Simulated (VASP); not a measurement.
# MgO in VASP: further runs

The runs below take MgO through single point, with PBE.

Program: VASP 6.6.1. These are calculated values, not measurements. Logs are shortened: lines on timing, memory, paths and dates and some standing lists are left out, and cuts for length are marked.

### Step 1. The cell of the first run

The structure is tetragonal, space group I4/mmm (No. 139). The conventional cell has a = 2.799 Å, b = 2.799 Å, c = 4.204 Å, α = 90.00°, β = 90.00°, γ = 90.00°. Within 2.6 Å of Mg (site symmetry 4/mmm) lie 6 O at 1.98 to 2.10 Å. Within 2.6 Å of O (site symmetry 4/mmm) lie 6 Mg at 1.98 to 2.10 Å.

### Step 2. Single point, PBE (biaxial xy strain -5.9%)

Contents of INCAR:

```
SYSTEM = MgO
ALGO = Normal
EDIFF = 1E-6
ENCUT = 520
GGA = PE
ISIF = 2
ISMEAR = -1
LASPH = .True.
LCHARG = .False.
LREAL = .False.
LWAVE = .False.
NBANDS = 11
NELM = 100
PREC = Accurate
SIGMA = 0.02
```

Contents of KPOINTS:

```
k-points
0
Gamma
  10 10 10
  0 0 0
```

Contents of POSCAR:

```
MgO
1.0
    0.0000000000      1.9789804062      2.1021674168
    1.9789804062      0.0000000000      2.1021674168
    1.9789804062      1.9789804062      0.0000000000
Mg O
1 1
Direct
    0.0000000000      0.0000000000      0.0000000000
    0.5000000000      0.5000000000      0.5000000000
```

Potentials or basis: VASP PAW PBE potentials, release 64 (Mg, O).

Started as:

```console
> cat potpaw_PBE.64/Mg/POTCAR potpaw_PBE.64/O/POTCAR > POTCAR
> mpirun -np 1 vasp_std > vasp.out
```

OUTCAR:

```text
SYSTEM = MgO
   EDIFF = 1E-6
   ENCUT = 520
   GGA = PE
   ISIF = 2
   ISMEAR = -1
   LASPH = .True.
   LREAL = .False.
   NELM = 100
   PREC = Accurate

 ion  position               nearest neighbor table
   1  0.000  0.000  0.000-   2 1.98   2 1.98   2 1.98   2 1.98   2 2.10   2 2.10
   2  0.500  0.500  0.500-   1 1.98   1 1.98   1 1.98   1 1.98   1 2.10   1 2.10

  LATTYP: Found a body centered tetragonal cell.
 ALAT       =     2.7987009301
 C/A-ratio  =     1.5022451268

  Lattice vectors:

 A1 = (  -1.9789804062,   0.0000000000,   2.1021674168)
 A2 = (   1.9789804062,   0.0000000000,   2.1021674168)
 A3 = (   0.0000000000,   1.9789804062,  -2.1021674168)

Analysis of symmetry for initial positions (statically):
=====================================================================
 Subroutine PRICEL returns:
 Original cell was already a primitive cell.

 Routine SETGRP: Setting up the symmetry group for a
 body centered tetragonal supercell.

 Subroutine GETGRP returns: Found 16 space group operations
 (whereof 16 operations were pure point group operations)
 out of a pool of 16 trial point group operations.

The static configuration has the point symmetry D_4h.

Analysis of symmetry for dynamics (positions and initial velocities):
=====================================================================
 Subroutine PRICEL returns:
 Original cell was already a primitive cell.

 Routine SETGRP: Setting up the symmetry group for a
 body centered tetragonal supercell.

 Subroutine GETGRP returns: Found 16 space group operations
 (whereof 16 operations were pure point group operations)
 out of a pool of 16 trial point group operations.

The dynamic configuration has the point symmetry D_4h.

 Subroutine INISYM returns: Found 16 space group operations
 (whereof 16 operations are pure point group operations),
 and found     1 'primitive' translations

----------------------------------------------------------------------------------------

                                     Primitive cell

  volume of cell :      16.4657

  direct lattice vectors                    reciprocal lattice vectors
     0.000000000  1.978980406  2.102167417    -0.252655356  0.252655356  0.237849753
     1.978980406  0.000000000  2.102167417     0.252655356 -0.252655356  0.237849753
     1.978980406  1.978980406  0.000000000     0.252655356  0.252655356 -0.237849753
[... 90 lines left out ...]
   ISIF   =      2    stress and relaxation
   ISYM   =      2    0-nonsym 1-usesym 2-fastsym
   POTIM  = 0.5000    time-step for ionic-motion
   TEBEG  =    0.0;   TEEND  =   0.0 temperature during run
   PSTRESS=    0.0 pullay stress
   NELECT =       8.0000    total number of electrons
   NUPDOWN=      -1.0000    fix difference up-down
   EMIN   =  10.00;   EMAX   =-10.00  energy-range for DOS
   EFERMI =   0.00;   METHOD = LEGACY
   ISMEAR =    -1;   SIGMA  =   0.02  broadening in eV -4-tet -1-fermi 0-gaus
   EFERMI_NEDOS =   21; number of points for ismear=-14 and -15
   IALGO  =     38    algorithm
   IMIX   =      4    mixing-type and parameters
     AMIX     =   0.40;   BMIX     =  1.00
     AMIX_MAG =   1.60;   BMIX_MAG =  1.00
  volume/ion in A,a.u.               =       8.23        55.56
  Fermi-wavevector in a.u.,A,eV,Ry     =   1.286999  2.432075 22.536218  1.656365
  Thomas-Fermi vector in A             =   2.419039
   LORBIT       =      0    0 simple, 1 ext, 2 COOP (PROOUT), +10 PAW based schemes
   GGA     = PE    functional components
   LHFCALC =     F    Hartree Fock is set to
   AEXX    =    0.0000 exact exchange contribution
   IVDW    =     0    specifies the selected vdW correction
   LEPSILON=     F    determine dielectric tensor
   LRPA    =     F    only Hartree local field effects (RPA)
 non-spin polarized calculation
  energy-cutoff  :      520.00
  volume of cell :       16.47
 maximum number of plane-waves:       460
 NGX is ok and might be reduce to    24
   NGX = 11   NGY = 11   NGZ = 11

 number of electron       7.9999998 magnetization

 Free energy of the ion-electron system (eV)
  ---------------------------------------------------
  ext. energy  EPLUGINS =         0.00000000
  ---------------------------------------------------
  free energy    TOTEN  =       -11.62904227 eV

  energy without entropy =      -11.62904227  energy(sigma->0) =      -11.62904227

 E-fermi :   4.6732     XC(G=0): -11.6873

 val. band max:        4.2491848836   @ k =   0.0000   0.0000   0.0000
 cond. band min:      10.2081518458   @ k =   0.0000   0.0000   0.0000
 fundamental gap:      5.9589669623
 Fermi energy:         4.6731920114

 k-point     1 :       0.0000    0.0000    0.0000
  band No.  band energies     occupation
      1     -13.7684      2.00000
      2       4.1685      2.00000
      3       4.1685      2.00000
      4       4.2492      2.00000
      5      10.2082      0.00000
      6      20.2828      0.00000
      7      20.9894      0.00000
      8      20.9894      0.00000
      9      25.0266      0.00000
     10      25.9529      0.00000
     11      27.9926      0.00000
[... 309 lines left out ...]
 k-point    24 :       0.4000    0.3000    0.0000
  band No.  band energies     occupation
      1     -12.3374      2.00000
      2       0.1246      2.00000
      3       2.8149      2.00000
      4       3.1194      2.00000
      5      14.8541      0.00000
      6      15.4681      0.00000
      7      18.6922      0.00000
      8      24.5595      0.00000
      9      24.6604      0.00000
     10      31.2293      0.00000
     11      33.1530      0.00000

 [... further k-points ...]

------------------------ aborting loop because EDIFF is reached ----------------------------------------

  FORCE on cell =-STRESS in cart. coord.  units (eV):
  Direction    XX          YY          ZZ          XY          YZ          ZX
  --------------------------------------------------------------------------------------
  -------------------------------------------------------------------------------------
  Total        4.1771639      4.1771639      1.8514016      0.0000000      0.0000000      0.0000000
  in kB      406.4543840    406.4543840    180.1486131      0.0000000      0.0000000      0.0000000
  external PRESSURE =     331.0191270 kB  Pullay stress =       0.0000000 kB

 VOLUME and BASIS-vectors are now :
 -----------------------------------------------------------------------------
  energy-cutoff  :      520.00
  volume of cell :       16.47
      direct lattice vectors                 reciprocal lattice vectors
     0.000000000  1.978980406  2.102167417    -0.252655356  0.252655356  0.237849753
     1.978980406  0.000000000  2.102167417     0.252655356 -0.252655356  0.237849753
     1.978980406  1.978980406  0.000000000     0.252655356  0.252655356 -0.237849753

 POSITION                                       TOTAL-FORCE (eV/Angst)
 -----------------------------------------------------------------------------------
      0.00000      0.00000      0.00000         0.000000      0.000000     -0.000000
      1.97898      1.97898      2.10217         0.000000      0.000000      0.000000
 -----------------------------------------------------------------------------------
    total drift:                               -0.000000     -0.000000      0.000000

  FREE ENERGIE OF THE ION-ELECTRON SYSTEM (eV)
  ---------------------------------------------------
  free  energy   TOTEN  =       -11.6290422726 eV

  energy  without entropy=      -11.6290422726  energy(sigma->0) =      -11.62904227
```

stdout:

```text
POSCAR found type information on POSCAR MgO
 POSCAR found :  2 types and       2 ions
 scaLAPACK will be used
 LDA part: xc-table for (Slater+PW92), standard interpolation
 POSCAR, INCAR and KPOINTS ok, starting setup
 FFT: planning ... GRIDC
 FFT: planning ... GRID_SOFT
 FFT: planning ... GRID
 WAVECAR not read
 entering main loop
```

It took 13 s on 1 thread of Intel Xeon Platinum 8259CL at 2.50GHz (Skylake/Cascade Lake), shared host; peak memory 0.15 GiB.

Results:

```yaml
Free_energy: -11.6290 eV
Pressure: 33.1 GPa
Band_gap_on_the_k_mesh: 5.96 eV, direct
```

Caveat: the cell differs from its parent crystal (biaxial xy strain -5.9%).

### Step 3. Single point, PBE (strain along [111] -1.5%)

Contents of INCAR:

```
ALGO     = Normal         # electronic algorithm
EDIFF    = 1E-6           # SCF threshold, eV
ENCUT    = 520            # plane-wave cutoff, eV
GGA      = PE             # functional
ISIF     = 2              # what is computed and relaxed
ISMEAR   = -1             # smearing method
LASPH    = True           # aspherical terms in the spheres
LCHARG   = True           # write CHGCAR
LELF     = True           # ELF
LREAL    = False          # projectors in reciprocal space
LVHAR    = True         
LWAVE    = False          # write WAVECAR
NBANDS   = 11             # bands
NELM     = 80             # most SCF steps
PREC     = Accurate       # precision mode
SIGMA    = 0.02           # smearing width, eV
```

Contents of KPOINTS:

```
k-points
0
Gamma
  10 10 10
```

Contents of POSCAR:

```
MgO
1.0
   -0.0215822521      2.0805851647      2.0805851647
    2.0805851647     -0.0215822521      2.0805851647
    2.0805851647      2.0805851647     -0.0215822521
Mg O
1 1
Direct
    0.0000000000      0.0000000000      0.0000000000
    0.5000000000      0.5000000000      0.5000000000
```

Potentials or basis: VASP PAW PBE potentials, release 64 (Mg, O).

Started as:

```console
> cat potpaw_PBE.64/Mg/POTCAR potpaw_PBE.64/O/POTCAR > POTCAR
> mpirun -np 1 vasp_std > vasp.out
```

OUTCAR:

```text
EDIFF = 1E-6
   ENCUT = 520
   GGA = PE
   ISIF = 2
   ISMEAR = -1
   LASPH = True
   LREAL = False
   NELM = 80
   PREC = Accurate

 ion  position               nearest neighbor table
   1  0.000  0.000  0.000-   2 2.09   2 2.09   2 2.09   2 2.09   2 2.09   2 2.09
   2  0.500  0.500  0.500-   1 2.09   1 2.09   1 2.09   1 2.09   1 2.09   1 2.09

  LATTYP: Found a trigonal (rhomboedric) cell.
 ALAT       =     2.9424709087
 COS(alpha) =     0.4896004944

  Lattice vectors:

 A1 = (  -0.0215822521,   2.0805851647,   2.0805851647)
 A2 = (   2.0805851647,  -0.0215822521,   2.0805851647)
 A3 = (   2.0805851647,   2.0805851647,  -0.0215822521)

Analysis of symmetry for initial positions (statically):
=====================================================================
 Subroutine PRICEL returns:
 Original cell was already a primitive cell.

 Routine SETGRP: Setting up the symmetry group for a
 trigonal (rhombohedral) supercell.

 Subroutine GETGRP returns: Found 12 space group operations
 (whereof 12 operations were pure point group operations)
 out of a pool of 12 trial point group operations.

The static configuration has the point symmetry D_3d.

Analysis of symmetry for dynamics (positions and initial velocities):
=====================================================================
 Subroutine PRICEL returns:
 Original cell was already a primitive cell.

 Routine SETGRP: Setting up the symmetry group for a
 trigonal (rhombohedral) supercell.

 Subroutine GETGRP returns: Found 12 space group operations
 (whereof 12 operations were pure point group operations)
 out of a pool of 12 trial point group operations.

The dynamic configuration has the point symmetry D_3d.

 Subroutine INISYM returns: Found 12 space group operations
 (whereof 12 operations are pure point group operations),
 and found     1 'primitive' translations

----------------------------------------------------------------------------------------

                                     Primitive cell

  volume of cell :      18.2933

  direct lattice vectors                    reciprocal lattice vectors
    -0.021582252  2.080585165  2.080585165    -0.236609694  0.239089812  0.239089812
     2.080585165 -0.021582252  2.080585165     0.239089812 -0.236609694  0.239089812
     2.080585165  2.080585165 -0.021582252     0.239089812  0.239089812 -0.236609694

  length of vectors
     2.942470909  2.942470909  2.942470909     0.412688773  0.412688773  0.412688773

  position of ions in fractional coordinates (direct lattice)
     0.000000000  0.000000000  0.000000000
     0.500000000  0.500000000  0.500000000

  ion indices of the primitive-cell ions
   primitive index   ion index
                 1           1
                 2           2

----------------------------------------------------------------------------------------

 KPOINTS: k-points

Automatic generation of k-mesh.
 Grid dimensions read from file:
 generate k-points for:   10   10   10

 Generating k-lattice:

  Cartesian coordinates                     Fractional coordinates (reciprocal lattice)
    -0.023660969  0.023908981  0.023908981     0.100000000  0.000000000  0.000000000
[... 39 lines left out ...]
  0.400000  0.300000 -0.000000     12.000000
 [... further k-points ...]
   k-points           NKPTS =    116   k-points in BZ     NKDIM =    116   number of bands    NBANDS=     11
   number of dos      NEDOS =    301   number of ions     NIONS =      2
   total plane-waves  NPLWV =  13824
   dimension x,y,z NGX =    24 NGY =   24 NGZ =   24
   dimension x,y,z NGXF=    48 NGYF=   48 NGZF=   48
   ions per type =               1   1
   NGX,Y,Z   is equivalent  to a cutoff of  13.56, 13.56, 13.56 a.u.
   NGXF,Y,Z  is equivalent  to a cutoff of  27.12, 27.12, 27.12 a.u.
 SYSTEM =  unknown system
   PREC   = accura    normal or accurate (medium, high low for compatibility)
   ISTART =      0    job   : 0-new  1-cont  2-samecut
   ICHARG =      2    charge: 1-file 2-atom 10-const
   ISPIN  =      1    spin polarized calculation?
   LNONCOLLINEAR =      F non collinear calculations
   LSORBIT =      F    spin-orbit coupling
   LASPH  =      T    aspherical Exc in radial PAW
   ENCUT  =  520.0 eV  38.22 Ry    6.18 a.u.   5.47  5.47  5.47*2*pi/ulx,y,z
   NELM   =     80;   NELMIN=  2; NELMDL= -5     # of ELM steps
   EDIFF  = 0.1E-05   stopping-criterion for ELM
   LREAL  =      F    real-space projection
   EDIFFG = 0.1E-04   stopping-criterion for IOM
   NSW    =      0    number of steps for IOM
   IBRION =     -1    ionic relax: 0-MD 1-quasi-New 2-CG
   NFREE  =      0    steps in history (QN), initial steepest desc. (CG)
   ISIF   =      2    stress and relaxation
   ISYM   =      2    0-nonsym 1-usesym 2-fastsym
   POTIM  = 0.5000    time-step for ionic-motion
   TEBEG  =    0.0;   TEEND  =   0.0 temperature during run
   PSTRESS=    0.0 pullay stress
   NELECT =       8.0000    total number of electrons
   NUPDOWN=      -1.0000    fix difference up-down
   EMIN   =  10.00;   EMAX   =-10.00  energy-range for DOS
   EFERMI =   0.00;   METHOD = LEGACY
   ISMEAR =    -1;   SIGMA  =   0.02  broadening in eV -4-tet -1-fermi 0-gaus
   EFERMI_NEDOS =   21; number of points for ismear=-14 and -15
   IALGO  =     38    algorithm
   IMIX   =      4    mixing-type and parameters
     AMIX     =   0.40;   BMIX     =  1.00
     AMIX_MAG =   1.60;   BMIX_MAG =  1.00
  volume/ion in A,a.u.               =       9.15        61.72
  Fermi-wavevector in a.u.,A,eV,Ry     =   1.242627  2.348225 21.009066  1.544123
  Thomas-Fermi vector in A             =   2.376974
   LORBIT       =      0    0 simple, 1 ext, 2 COOP (PROOUT), +10 PAW based schemes
   GGA     = PE    functional components
   LHFCALC =     F    Hartree Fock is set to
   AEXX    =    0.0000 exact exchange contribution
   IVDW    =     0    specifies the selected vdW correction
   LEPSILON=     F    determine dielectric tensor
   LRPA    =     F    only Hartree local field effects (RPA)
 non-spin polarized calculation
  energy-cutoff  :      520.00
  volume of cell :       18.29
 maximum number of plane-waves:       531
 NGX is ok and might be reduce to    24
   NGX = 11   NGY = 11   NGZ = 11

 number of electron       8.0000002 magnetization

 Free energy of the ion-electron system (eV)
  ---------------------------------------------------
  ext. energy  EPLUGINS =         0.00000000
  ---------------------------------------------------
  free energy    TOTEN  =       -11.88832336 eV

  energy without entropy =      -11.88832336  energy(sigma->0) =      -11.88832336

 E-fermi :   3.8715     XC(G=0): -11.1788

 val. band max:        3.4253926934   @ k =   0.0000   0.0000   0.0000
 cond. band min:       8.2774043127   @ k =   0.0000   0.0000   0.0000
 fundamental gap:      4.8520116193
 Fermi energy:         3.8714830782

 k-point     1 :       0.0000    0.0000    0.0000
  band No.  band energies     occupation
      1     -14.0252      2.00000
      2       3.3092      2.00000
      3       3.3092      2.00000
      4       3.4254      2.00000
      5       8.2774      0.00000
      6      19.1131      0.00000
      7      19.1131      0.00000
      8      19.5811      0.00000
      9      23.2326      0.00000
     10      25.0410      0.00000
     11      25.0410      0.00000
[... 309 lines left out ...]
 k-point    24 :       0.4000    0.3000   -0.0000
  band No.  band energies     occupation
      1     -12.7391      2.00000
      2      -0.3012      2.00000
      3       1.9651      2.00000
      4       2.2977      2.00000
      5      13.1818      0.00000
      6      13.5332      0.00000
      7      17.1778      0.00000
      8      21.8902      0.00000
      9      21.9359      0.00000
     10      28.5132      0.00000
     11      30.7316      0.00000

 [... further k-points ...]

------------------------ aborting loop because EDIFF is reached ----------------------------------------

  FORCE on cell =-STRESS in cart. coord.  units (eV):
  Direction    XX          YY          ZZ          XY          YZ          ZX
  --------------------------------------------------------------------------------------
  -------------------------------------------------------------------------------------
  Total        0.8732181      0.8732181      0.8732181      0.1738695      0.1738695      0.1738695
  in kB       76.4788908     76.4788908     76.4788908     15.2279760     15.2279760     15.2279760
  external PRESSURE =      76.4788908 kB  Pullay stress =       0.0000000 kB

 VOLUME and BASIS-vectors are now :
 -----------------------------------------------------------------------------
  energy-cutoff  :      520.00
  volume of cell :       18.29
      direct lattice vectors                 reciprocal lattice vectors
    -0.021582252  2.080585165  2.080585165    -0.236609694  0.239089812  0.239089812
     2.080585165 -0.021582252  2.080585165     0.239089812 -0.236609694  0.239089812
     2.080585165  2.080585165 -0.021582252     0.239089812  0.239089812 -0.236609694

 POSITION                                       TOTAL-FORCE (eV/Angst)
 -----------------------------------------------------------------------------------
      0.00000      0.00000      0.00000        -0.000000      0.000000     -0.000000
      2.06979      2.06979      2.06979         0.000000     -0.000000      0.000000
 -----------------------------------------------------------------------------------
    total drift:                               -0.000000     -0.000000      0.000000

  FREE ENERGIE OF THE ION-ELECTRON SYSTEM (eV)
  ---------------------------------------------------
  free  energy   TOTEN  =       -11.8883233639 eV

  energy  without entropy=      -11.8883233639  energy(sigma->0) =      -11.88832336
```

It took 15 s on 1 thread of Intel Xeon Platinum 8259CL at 2.50GHz (Skylake/Cascade Lake), shared host; peak memory 0.15 GiB.

What came out:

- Free energy: -11.8883 eV
- Pressure: 7.6 GPa
- Band gap on the k mesh: 4.85 eV, direct

Stress tensor (GPa, compression positive):
```
7.65 1.52 1.52
1.52 7.65 1.52
1.52 1.52 7.65
```

Caveat: the cell differs from its parent crystal (strain along [111] -1.5%).
